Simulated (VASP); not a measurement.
# Os (Pm-3m) in VASP: notebook

Os is run at these levels: r2SCAN; tasks: single point, relaxation of cell and atoms.

Everything below comes from runs of VASP 6.6.1. Logs are shortened: lines on timing, memory, paths and dates and some standing lists are left out, and cuts for length are marked.

## Step 1: The cell of the first run

Symmetry: Pm-3m, No. 221, cubic system. The conventional cell has a = 2.637 Å, b = 2.637 Å, c = 2.637 Å, α = 90.00°, β = 90.00°, γ = 90.00°. Os (site symmetry m-3m) has 6 Os at 2.64 Å within 3.5 Å.

This isn't the form of Os at room conditions, which is hcp.

## Step 2: Single point, r2SCAN (18.34 Å³/atom)

POSCAR

```
Os
1.0
    2.6372226623      0.0000000000      0.0000000000
    0.0000000000      2.6372226623      0.0000000000
    0.0000000000      0.0000000000      2.6372226623
Os
1
Direct
    0.0000000000      0.0000000000      0.0000000000
```

INCAR.step1

```
SYSTEM = Os
PREC = Accurate ; ENCUT = 520
ISMEAR = -1 ; SIGMA = 0.1
LREAL = .False. ; LASPH = .True.
NELM = 60 ; NBANDS = 10
GGA = PE ; ALGO = Normal
EDIFF = 1E-4 ; LWAVE = .True.
LCHARG = .False.
```

INCAR.step2

```
SYSTEM = Os
PREC = Accurate ; ENCUT = 520
EDIFF = 1E-6 ; ISMEAR = -1
SIGMA = 0.1 ; LREAL = .False.
LASPH = .True. ; NELM = 60
ALGO = Normal ; ISIF = 2
LWAVE = .False. ; LCHARG = .False.
METAGGA = R2SCAN ; LMIXTAU = .True.
NBANDS = 10 ; ISTART = 1
```

KPOINTS

```
Automatic mesh
0
Gamma
  14 14 14
  0 0 0
```

Potentials or basis: VASP PAW PBE potentials, release 64 (Os).

Command:

```console
$ cat potpaw_PBE.64/Os/POTCAR > POTCAR
$ cp INCAR.step1 INCAR
$ mpirun -np 1 vasp_std > vasp.out
$ cp INCAR.step2 INCAR
$ mpirun -np 1 vasp_std > vasp.out
```

OUTCAR:

```text
SYSTEM = Os
   PREC = Accurate
   ENCUT = 520
   EDIFF = 1E-6
   ISMEAR = -1
   LREAL = .False.
   LASPH = .True.
   NELM = 60
   ISIF = 2
   METAGGA = R2SCAN
   ISTART = 1

 ion  position               nearest neighbor table
   1  0.000  0.000  0.000-

  LATTYP: Found a simple cubic cell.
 ALAT       =     2.6372226623

  Lattice vectors:

 A1 = (   2.6372226623,   0.0000000000,   0.0000000000)
 A2 = (   0.0000000000,   2.6372226623,   0.0000000000)
 A3 = (   0.0000000000,   0.0000000000,   2.6372226623)

Analysis of symmetry for initial positions (statically):
=====================================================================
 Subroutine PRICEL returns:
 Original cell was already a primitive cell.

 Routine SETGRP: Setting up the symmetry group for a
 simple cubic supercell.

 Subroutine GETGRP returns: Found 48 space group operations
 (whereof 48 operations were pure point group operations)
 out of a pool of 48 trial point group operations.

The static configuration has the point symmetry O_h .

Analysis of symmetry for dynamics (positions and initial velocities):
=====================================================================
 Subroutine PRICEL returns:
 Original cell was already a primitive cell.

 Routine SETGRP: Setting up the symmetry group for a
 simple cubic supercell.

 Subroutine GETGRP returns: Found 48 space group operations
 (whereof 48 operations were pure point group operations)
 out of a pool of 48 trial point group operations.

The dynamic configuration has the point symmetry O_h .

 Subroutine INISYM returns: Found 48 space group operations
 (whereof 48 operations are pure point group operations),
 and found     1 'primitive' translations

----------------------------------------------------------------------------------------

                                     Primitive cell

  volume of cell :      18.3417

  direct lattice vectors                    reciprocal lattice vectors
     2.637222662  0.000000000  0.000000000     0.379186792  0.000000000  0.000000000
     0.000000000  2.637222662  0.000000000     0.000000000  0.379186792  0.000000000
     0.000000000  0.000000000  2.637222662     0.000000000  0.000000000  0.379186792

  length of vectors
     2.637222662  2.637222662  2.637222662     0.379186792  0.379186792  0.379186792

  position of ions in fractional coordinates (direct lattice)
     0.000000000  0.000000000  0.000000000

  ion indices of the primitive-cell ions
[... 79 lines left out ...]
   NFREE  =      0    steps in history (QN), initial steepest desc. (CG)
   ISIF   =      2    stress and relaxation
   ISYM   =      2    0-nonsym 1-usesym 2-fastsym
   POTIM  = 0.5000    time-step for ionic-motion
   TEBEG  =    0.0;   TEEND  =   0.0 temperature during run
   PSTRESS=    0.0 pullay stress
   NELECT =       8.0000    total number of electrons
   NUPDOWN=      -1.0000    fix difference up-down
   EMIN   =  10.00;   EMAX   =-10.00  energy-range for DOS
   EFERMI =   0.00;   METHOD = LEGACY
   ISMEAR =    -1;   SIGMA  =   0.10  broadening in eV -4-tet -1-fermi 0-gaus
   EFERMI_NEDOS =   21; number of points for ismear=-14 and -15
   IALGO  =     38    algorithm
   IMIX   =      4    mixing-type and parameters
     AMIX     =   0.40;   BMIX     =  1.00
     AMIX_MAG =   1.60;   BMIX_MAG =  1.00
  volume/ion in A,a.u.               =      18.34       123.78
  Fermi-wavevector in a.u.,A,eV,Ry     =   1.241532  2.346156 20.972054  1.541402
  Thomas-Fermi vector in A             =   2.375926
   LORBIT       =      0    0 simple, 1 ext, 2 COOP (PROOUT), +10 PAW based schemes
   METAGGA = R2SCAN    functional components
   LHFCALC =     F    Hartree Fock is set to
   AEXX    =    0.0000 exact exchange contribution
   IVDW    =     0    specifies the selected vdW correction
   LEPSILON=     F    determine dielectric tensor
   LRPA    =     F    only Hartree local field effects (RPA)
 non-spin polarized calculation
  energy-cutoff  :      520.00
  volume of cell :       18.34
 maximum number of plane-waves:       510
 NGX is ok and might be reduce to    20
   NGX =  9   NGY =  9   NGZ =  9

 number of electron       8.0000001 magnetization

 Free energy of the ion-electron system (eV)
  ---------------------------------------------------
  ext. energy  EPLUGINS =         0.00000000
  ---------------------------------------------------
  free energy    TOTEN  =       -51.27577021 eV

  energy without entropy =      -51.21972853  energy(sigma->0) =      -51.24774937

 E-fermi :   5.8249     XC(G=0): -13.3388

 val. band max:        5.8116027619   @ k =   0.5000   0.2143   0.2143
 cond. band min:       5.8251203448   @ k =   0.3571   0.0714   0.0714
 fundamental gap:      0.0135175829
 Fermi energy:         5.8249111338

 k-point     1 :       0.0000    0.0000    0.0000
  band No.  band energies     occupation
      1      -3.1869      2.00000
      2       0.3086      2.00000
      3       0.3086      2.00000
      4       7.8553      0.00000
      5       7.8553      0.00000
      6       7.8553      0.00000
      7      21.4523      0.00000
      8      21.4523      0.00000
      9      21.4523      0.00000
     10      27.6151      0.00000
[... 287 lines left out ...]
 k-point    24 :       0.3571    0.2143    0.0000
  band No.  band energies     occupation
      1       0.2613      2.00000
      2       1.8356      2.00000
      3       3.1616      2.00000
      4       5.6293      1.75212
      5       5.9520      0.43814
      6       6.9230      0.00003
      7      14.5138      0.00000
      8      20.5526      0.00000
      9      24.4134      0.00000
     10      28.4362      0.00000

 [... further k-points ...]

------------------------ aborting loop because EDIFF is reached ----------------------------------------

  FORCE on cell =-STRESS in cart. coord.  units (eV):
  Direction    XX          YY          ZZ          XY          YZ          ZX
  --------------------------------------------------------------------------------------
  -------------------------------------------------------------------------------------
  Total       -2.8592325     -2.8592325     -2.8592325     -0.0000000     -0.0000000      0.0000000
  in kB     -249.7581424   -249.7581424   -249.7581424     -0.0000000     -0.0000000      0.0000000
  external PRESSURE =    -249.7581424 kB  Pullay stress =       0.0000000 kB

 VOLUME and BASIS-vectors are now :
 -----------------------------------------------------------------------------
  energy-cutoff  :      520.00
  volume of cell :       18.34
      direct lattice vectors                 reciprocal lattice vectors
     2.637222662  0.000000000  0.000000000     0.379186792  0.000000000  0.000000000
     0.000000000  2.637222662  0.000000000     0.000000000  0.379186792  0.000000000
     0.000000000  0.000000000  2.637222662     0.000000000  0.000000000  0.379186792

 POSITION                                       TOTAL-FORCE (eV/Angst)
 -----------------------------------------------------------------------------------
      0.00000      0.00000      0.00000         0.000000      0.000000      0.000000
 -----------------------------------------------------------------------------------
    total drift:                               -0.000000      0.000000      0.000000

  FREE ENERGIE OF THE ION-ELECTRON SYSTEM (eV)
  ---------------------------------------------------
  free  energy   TOTEN  =       -51.2757702089 eV

  energy  without entropy=      -51.2197285316  energy(sigma->0) =      -51.24774937
```

It took 1.8 min on 1 thread of Intel Xeon 8259CL, shared host; peak memory 0.14 GiB.

Results:

```yaml
Free_energy: -51.2758 eV
Pressure: -25.0 GPa
Band_gap_on_the_k_mesh: zero (bands 4 and 5 overlap by 5.10 eV)
```

Levels at points of the mesh, in eV from the Fermi level:
```tsv
k point	band 2	band 3	band 4	band 5	band 6	band 7
(0.00, 0.00, 0.00)	-5.52	-5.52	2.03	2.03	2.03	15.63
(0.50, 0.00, 0.00)	-4.76	-0.82	-0.82	-0.80	2.32	6.46
(0.50, 0.50, 0.00)	-4.29	-0.28	-0.28	4.10	4.47	4.47
(0.50, 0.50, 0.50)	-4.69	-4.69	4.30	4.30	9.64	10.67
```

Caveat: the cell stands under tension; the PAW data sets were made with another functional, which shifts forces and pressure a little; spin-orbit coupling is left out, which moves the levels of the heavy elements.

## Step 3: Single point, r2SCAN

This run uses another cell than the first one, of 16.38 Å³/atom.

POSCAR

```
Os
1.0
    2.5394565796      0.0000000000      0.0000000000
    0.0000000000      2.5394565796      0.0000000000
    0.0000000000      0.0000000000      2.5394565796
Os
1
Direct
    0.0000000000      0.0000000000      0.0000000000
```

INCAR.step1

```
PREC = Accurate
ENCUT = 520
ISMEAR = -1
SIGMA = 0.1
LREAL = F
LASPH = T
NELM = 80
NBANDS = 10
GGA = PE
ALGO = Normal
EDIFF = 1E-4
LWAVE = T
LCHARG = F
```

INCAR.step2

```
PREC = Accurate
ENCUT = 520
EDIFF = 1E-7
ISMEAR = -1
SIGMA = 0.1
LREAL = F
LASPH = T
NELM = 80
ALGO = Normal
ISIF = 2
LWAVE = F
LCHARG = F
METAGGA = R2SCAN
LMIXTAU = T
NBANDS = 10
ISTART = 1
```

KPOINTS

```
Automatic mesh
0
Gamma
  20 20 20
```

Potentials or basis: VASP PAW PBE potentials, release 64 (Os).

Command:

```console
$ cat potpaw_PBE.64/Os/POTCAR > POTCAR
$ cp INCAR.step1 INCAR
$ mpirun -np 1 vasp_std > vasp.out
$ cp INCAR.step2 INCAR
$ mpirun -np 1 vasp_std > vasp.out
```

Wall time 4.3 min (1 thread of Intel Xeon 8259CL, shared host); peak memory 0.17 GiB.

The run converged. Its results:

```
Free energy            : -51.4437 eV
Pressure               : 0.6 GPa
Band gap on the k mesh : zero (bands 4 and 5 overlap by 6.39 eV)
```

Levels at points of the mesh, in eV from the Fermi level:
| k point | band 1 | band 2 | band 3 | band 4 | band 5 | band 6 | band 7 | band 8 |
| --- | --- | --- | --- | --- | --- | --- | --- | --- |
| (0.00, 0.00, 0.00) | -9.98 | -6.45 | -6.45 | 2.42 | 2.42 | 2.42 | 16.46 | 16.46 |
| (0.50, 0.00, 0.00) | -6.66 | -5.55 | -1.14 | -1.04 | -1.04 | 2.77 | 7.57 | 16.44 |
| (0.50, 0.50, 0.00) | -7.10 | -4.88 | -0.38 | -0.38 | 4.73 | 4.73 | 4.90 | 13.63 |
| (0.50, 0.50, 0.50) | -5.62 | -5.62 | -5.62 | 5.15 | 5.15 | 9.25 | 11.87 | 11.87 |

Caveat: the PAW data sets were made with another functional, which shifts forces and pressure a little; spin-orbit coupling is left out, which moves the levels of the heavy elements.

## Step 4: Relaxation of cell and atoms, r2SCAN

This run uses another cell than the first one, of 15.11 Å³/atom.

POSCAR

```
Os
1.0
    2.4722656457      0.0000000000      0.0000000000
    0.0000000000      2.4722656457      0.0000000000
    0.0000000000      0.0000000000      2.4722656457
Os
1
Direct
    0.0000000000      0.0000000000      0.0000000000
```

INCAR.step1

```
SYSTEM = Os
PREC = Accurate ; ENCUT = 600
ISMEAR = -1 ; SIGMA = 0.1
LREAL = .FALSE. ; LASPH = .TRUE.
NELM = 80 ; GGA = PE
ALGO = Normal ; EDIFF = 1E-4
LWAVE = .TRUE. ; LCHARG = .FALSE.
```

INCAR.step2

```
SYSTEM = Os
PREC = Accurate ; ENCUT = 600
EDIFF = 1E-6 ; ISMEAR = -1
SIGMA = 0.1 ; LREAL = .FALSE.
LASPH = .TRUE. ; NELM = 80
ALGO = Normal ; ISIF = 3
LWAVE = .FALSE. ; LCHARG = .FALSE.
METAGGA = R2SCAN ; LMIXTAU = .TRUE.
IBRION = 2 ; NSW = 80
EDIFFG = -0.01 ; ISTART = 1
```

KPOINTS

```
Automatic mesh
0
G
  13 13 13
  0 0 0
```

Command:

```console
$ cat potpaw_PBE.64/Os/POTCAR > POTCAR
$ cp INCAR.step1 INCAR
$ mpirun -np 1 vasp_std > vasp.out
$ cp INCAR.step2 INCAR
$ mpirun -np 1 vasp_std > vasp.out
```

Wall time 9.6 min (1 thread of Intel Xeon 8259CL, shared host); peak memory 0.14 GiB.

The run converged. Its results:

```yaml
Free_energy: -51.4439 eV
Relaxed_volume: 16.40 Å³/atom
Relaxed_cell: a = 2.541 Å, b = 2.541 Å, c = 2.541 Å, α = 90.00°, β = 90.00°, γ = 90.00°
Space_group_after_relaxing_to_0.1_Å: Pm-3m (No. 221)
Pressure_after_relaxing: 0.1 GPa
Band_gap_on_the_k_mesh: zero (bands 4 and 5 overlap by 5.68 eV)
```

Final structure:
```
Os
1.0
     2.54084    0.00000    0.00000
     0.00000    2.54084    0.00000
     0.00000    0.00000    2.54084
Os
1
Direct
  0.00000 0.00000 0.00000
```

Levels at points of the mesh, in eV from the Fermi level:
| k point | band 1 | band 2 | band 3 | band 4 | band 5 | band 6 | band 7 | band 8 |
| --- | --- | --- | --- | --- | --- | --- | --- | --- |
| (0.00, 0.00, 0.00) | -9.97 | -6.44 | -6.44 | 2.41 | 2.41 | 2.41 | 16.45 | 16.45 |

Caveat: the PAW data sets were made with another functional, which shifts forces and pressure a little; spin-orbit coupling is left out, which moves the levels of the heavy elements.

(Part 1 of 2 ends here.)
